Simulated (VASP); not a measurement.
# Mg (Fm-3m) in VASP: single point with LDA

Aim: the single point of Mg with LDA.

Everything below comes from runs of VASP 6.6.1. Logs are shortened: lines on timing, memory, paths and dates and some standing lists are left out, and cuts for length are marked.

## (1) The cell of the first run

It takes space group Fm-3m (No. 225, cubic). The conventional cell has a = 4.439 Å, b = 4.439 Å, c = 4.439 Å, α = 90.00°, β = 90.00°, γ = 90.00°. Within 4.1 Å of Mg (site symmetry m-3m) lie 12 Mg at 3.14 Å.

## (2) Single point, LDA

The input, INCAR:

```
SYSTEM = Mg
ALGO = Normal
EDIFF = 1E-6
ENCUT = 520
GGA = CA
ISIF = 2
ISMEAR = -1
LASPH = .True.
LCHARG = .False.
LREAL = .False.
LWAVE = .False.
NBANDS = 7
NELM = 100
PREC = Accurate
SIGMA = 0.13605693000000002
```

The input, KPOINTS:

```
k-points
0
Gamma
  13 13 13
  0 0 0
```

The input, POSCAR:

```
Mg
1.0
    0.0000000000      2.2196923525      2.2196923525
    2.2196923525      0.0000000000      2.2196923525
    2.2196923525      2.2196923525      0.0000000000
Mg
1
Direct
    0.0000000000      0.0000000000      0.0000000000
```

Potentials or basis: VASP PAW LDA potentials, release 64 (Mg).

Run with:

```console
cat potpaw_LDA.64/Mg/POTCAR > POTCAR
mpirun -np 1 vasp_std > vasp.out
```

OUTCAR:

```text
SYSTEM = Mg
   EDIFF = 1E-6
   ENCUT = 520
   GGA = CA
   ISIF = 2
   ISMEAR = -1
   LASPH = .True.
   LREAL = .False.
   NELM = 100
   PREC = Accurate

 ion  position               nearest neighbor table
   1  0.000  0.000  0.000-

  LATTYP: Found a face centered cubic cell.
 ALAT       =     4.4393847050

  Lattice vectors:

 A1 = (   0.0000000000,   2.2196923525,   2.2196923525)
 A2 = (   2.2196923525,   0.0000000000,   2.2196923525)
 A3 = (   2.2196923525,   2.2196923525,   0.0000000000)

Analysis of symmetry for initial positions (statically):
=====================================================================
 Subroutine PRICEL returns:
 Original cell was already a primitive cell.

 Routine SETGRP: Setting up the symmetry group for a
 face centered cubic supercell.

 Subroutine GETGRP returns: Found 48 space group operations
 (whereof 48 operations were pure point group operations)
 out of a pool of 48 trial point group operations.

The static configuration has the point symmetry O_h .

Analysis of symmetry for dynamics (positions and initial velocities):
=====================================================================
 Subroutine PRICEL returns:
 Original cell was already a primitive cell.

 Routine SETGRP: Setting up the symmetry group for a
 face centered cubic supercell.

 Subroutine GETGRP returns: Found 48 space group operations
 (whereof 48 operations were pure point group operations)
 out of a pool of 48 trial point group operations.

The dynamic configuration has the point symmetry O_h .

 Subroutine INISYM returns: Found 48 space group operations
 (whereof 48 operations are pure point group operations),
 and found     1 'primitive' translations

----------------------------------------------------------------------------------------

                                     Primitive cell

  volume of cell :      21.8730

  direct lattice vectors                    reciprocal lattice vectors
     0.000000000  2.219692353  2.219692353    -0.225256441  0.225256441  0.225256441
     2.219692353  0.000000000  2.219692353     0.225256441 -0.225256441  0.225256441
     2.219692353  2.219692353  0.000000000     0.225256441  0.225256441 -0.225256441

  length of vectors
     3.139119029  3.139119029  3.139119029     0.390155601  0.390155601  0.390155601

  position of ions in fractional coordinates (direct lattice)
     0.000000000  0.000000000  0.000000000

  ion indices of the primitive-cell ions
   primitive index   ion index
                 1           1

----------------------------------------------------------------------------------------

 KPOINTS: k-points

Automatic generation of k-mesh.
 Grid dimensions read from file:
 generate k-points for:   13   13   13

 Generating k-lattice:

  Cartesian coordinates                     Fractional coordinates (reciprocal lattice)
    -0.017327419  0.017327419  0.017327419     0.076923077  0.000000000  0.000000000
     0.017327419 -0.017327419  0.017327419     0.000000000  0.076923077  0.000000000
     0.017327419  0.017327419 -0.017327419     0.000000000  0.000000000  0.076923077

  Length of vectors
     0.030011969  0.030011969  0.030011969

  Shift w.r.t. Gamma in fractional coordinates (k-lattice)
     0.000000000  0.000000000  0.000000000

 Subroutine IBZKPT returns following result:
 ===========================================

 Found     84 irreducible k-points:

 Following reciprocal coordinates:
            Coordinates               Weight
  0.000000  0.000000  0.000000      1.000000
  0.076923  0.000000  0.000000      8.000000
  0.153846  0.000000  0.000000      8.000000
  0.230769  0.000000  0.000000      8.000000
  0.307692  0.000000  0.000000      8.000000
  0.384615  0.000000  0.000000      8.000000
[... 16 lines left out ...]
  0.384615  0.153846  0.000000     24.000000
  0.461538  0.153846  0.000000     24.000000
 [... further k-points ...]
   k-points           NKPTS =     84   k-points in BZ     NKDIM =     84   number of bands    NBANDS=      7
   number of dos      NEDOS =    301   number of ions     NIONS =      1
   total plane-waves  NPLWV =  13824
   dimension x,y,z NGX =    24 NGY =   24 NGZ =   24
   dimension x,y,z NGXF=    48 NGYF=   48 NGZF=   48
   ions per type =               1
   NGX,Y,Z   is equivalent  to a cutoff of  12.71, 12.71, 12.71 a.u.
   NGXF,Y,Z  is equivalent  to a cutoff of  25.42, 25.42, 25.42 a.u.
 SYSTEM =  Mg
   PREC   = accura    normal or accurate (medium, high low for compatibility)
   ISTART =      0    job   : 0-new  1-cont  2-samecut
   ICHARG =      2    charge: 1-file 2-atom 10-const
   ISPIN  =      1    spin polarized calculation?
   LNONCOLLINEAR =      F non collinear calculations
   LSORBIT =      F    spin-orbit coupling
   LASPH  =      T    aspherical Exc in radial PAW
   ENCUT  =  520.0 eV  38.22 Ry    6.18 a.u.   5.84  5.84  5.84*2*pi/ulx,y,z
   NELM   =    100;   NELMIN=  2; NELMDL= -5     # of ELM steps
   EDIFF  = 0.1E-05   stopping-criterion for ELM
   LREAL  =      F    real-space projection
   EDIFFG = 0.1E-04   stopping-criterion for IOM
   NSW    =      0    number of steps for IOM
   IBRION =     -1    ionic relax: 0-MD 1-quasi-New 2-CG
   NFREE  =      0    steps in history (QN), initial steepest desc. (CG)
   ISIF   =      2    stress and relaxation
   ISYM   =      2    0-nonsym 1-usesym 2-fastsym
   POTIM  = 0.5000    time-step for ionic-motion
   TEBEG  =    0.0;   TEEND  =   0.0 temperature during run
   PSTRESS=    0.0 pullay stress
   NELECT =       2.0000    total number of electrons
   NUPDOWN=      -1.0000    fix difference up-down
   EMIN   =  10.00;   EMAX   =-10.00  energy-range for DOS
   EFERMI =   0.00;   METHOD = LEGACY
   ISMEAR =    -1;   SIGMA  =   0.14  broadening in eV -4-tet -1-fermi 0-gaus
   EFERMI_NEDOS =   21; number of points for ismear=-14 and -15
   IALGO  =     38    algorithm
   IMIX   =      4    mixing-type and parameters
     AMIX     =   0.40;   BMIX     =  1.00
     AMIX_MAG =   1.60;   BMIX_MAG =  1.00
  volume/ion in A,a.u.               =      21.87       147.61
  Fermi-wavevector in a.u.,A,eV,Ry     =   0.737534  1.393737  7.400976  0.543956
  Thomas-Fermi vector in A             =   1.831239
   LORBIT       =      0    0 simple, 1 ext, 2 COOP (PROOUT), +10 PAW based schemes
   GGA     = CA    functional components
   LHFCALC =     F    Hartree Fock is set to
   AEXX    =    0.0000 exact exchange contribution
   IVDW    =     0    specifies the selected vdW correction
   LEPSILON=     F    determine dielectric tensor
   LRPA    =     F    only Hartree local field effects (RPA)
 non-spin polarized calculation
  energy-cutoff  :      520.00
  volume of cell :       21.87
 maximum number of plane-waves:       609
   NGX = 11   NGY = 11   NGZ = 11

 number of electron       2.0000000 magnetization

 Free energy of the ion-electron system (eV)
  ---------------------------------------------------
  ext. energy  EPLUGINS =         0.00000000
  ---------------------------------------------------
  free energy    TOTEN  =        -1.80947407 eV

  energy without entropy =       -1.78280658  energy(sigma->0) =       -1.79614032

 E-fermi :   2.7087     XC(G=0):  -8.8372

 val. band max:        2.6831055720   @ k =  -0.3077   0.3846   0.0769
 cond. band min:       2.7795416360   @ k =   0.4615   0.0769   0.0000
 fundamental gap:      0.0964360640
 Fermi energy:         2.7087125194

 k-point     1 :       0.0000    0.0000    0.0000
  band No.  band energies     occupation
      1      -4.4055      2.00000
      2      15.3151      0.00000
      3      15.3151      0.00000
      4      15.3151      0.00000
      5      17.3773      0.00000
      6      17.3773      0.00000
      7      17.3773      0.00000

 k-point     2 :       0.0769    0.0000    0.0000
  band No.  band energies     occupation
      1      -4.2697      2.00000
      2      13.4498      0.00000
      3      15.0325      0.00000
      4      15.0325      0.00000
      5      17.4044      0.00000
      6      17.8855      0.00000
      7      17.8855      0.00000

 k-point     3 :       0.1538    0.0000    0.0000
  band No.  band energies     occupation
      1      -3.8638      2.00000
      2      10.8686      0.00000
      3      14.5704      0.00000
      4      14.5704      0.00000
      5      17.0526      0.00000
      6      18.9764      0.00000
      7      18.9764      0.00000

 k-point     4 :       0.2308    0.0000    0.0000
  band No.  band energies     occupation
      1      -3.1914      2.00000
      2       8.3786      0.00000
      3      14.2192      0.00000
      4      14.2192      0.00000
      5      16.7211      0.00000
      6      17.7894      0.00000
      7      17.7894      0.00000

 k-point     5 :       0.3077    0.0000    0.0000
  band No.  band energies     occupation
      1      -2.2582      2.00000
      2       6.0631      0.00000
      3      14.0446      0.00000
      4      14.0446      0.00000
      5      16.5423      0.00000
      6      16.6608      0.00000
      7      16.6608      0.00000
[... 161 lines left out ...]
 k-point    22 :       0.3077    0.1538    0.0000
  band No.  band energies     occupation
      1      -2.4352      2.00000
      2       7.9672      0.00000
      3      11.9612      0.00000
      4      12.4735      0.00000
      5      13.5124      0.00000
      6      17.2351      0.00000
      7      20.3553      0.00000

 k-point    23 :       0.3846    0.1538    0.0000
  band No.  band energies     occupation
      1      -1.4224      2.00000
      2       5.7540      0.00000
      3      11.5913      0.00000
      4      11.8545      0.00000
      5      13.2608      0.00000
      6      18.8961      0.00000
      7      19.3410      0.00000

 k-point    24 :       0.4615    0.1538    0.0000
  band No.  band energies     occupation
      1      -0.1637      2.00000
      2       3.7355      0.00105
      3      10.7684      0.00000
      4      11.9706      0.00000
      5      13.3501      0.00000
      6      18.4961      0.00000
      7      20.3239      0.00000

 [... further k-points ...]
[... 5 lines left out ...]
  --------------------------------------------------------------------------------------
  -------------------------------------------------------------------------------------
  Total       -0.0580284     -0.0580284     -0.0580284      0.0000000     -0.0000000     -0.0000000
  in kB       -4.2505291     -4.2505291     -4.2505291      0.0000000     -0.0000000     -0.0000000
  external PRESSURE =      -4.2505291 kB  Pullay stress =       0.0000000 kB

 VOLUME and BASIS-vectors are now :
 -----------------------------------------------------------------------------
  energy-cutoff  :      520.00
  volume of cell :       21.87
      direct lattice vectors                 reciprocal lattice vectors
     0.000000000  2.219692353  2.219692353    -0.225256441  0.225256441  0.225256441
     2.219692353  0.000000000  2.219692353     0.225256441 -0.225256441  0.225256441
     2.219692353  2.219692353  0.000000000     0.225256441  0.225256441 -0.225256441

 POSITION                                       TOTAL-FORCE (eV/Angst)
 -----------------------------------------------------------------------------------
      0.00000      0.00000      0.00000         0.000000      0.000000      0.000000
 -----------------------------------------------------------------------------------
    total drift:                               -0.000000      0.000000     -0.000000

  FREE ENERGIE OF THE ION-ELECTRON SYSTEM (eV)
  ---------------------------------------------------
  free  energy   TOTEN  =        -1.8094740729 eV

  energy  without entropy=       -1.7828065767  energy(sigma->0) =       -1.79614032
```

It took 3.9 s on 1 thread of Intel Xeon Platinum 8488C (Sapphire Rapids), shared host; peak memory 0.13 GiB.

What came out:

* Free energy: -1.8095 eV
* Pressure: -0.4 GPa
* Band gap on the k mesh: zero (band 1 reaches 3.53 eV, above the bottom of band 2 at 1.65 eV)
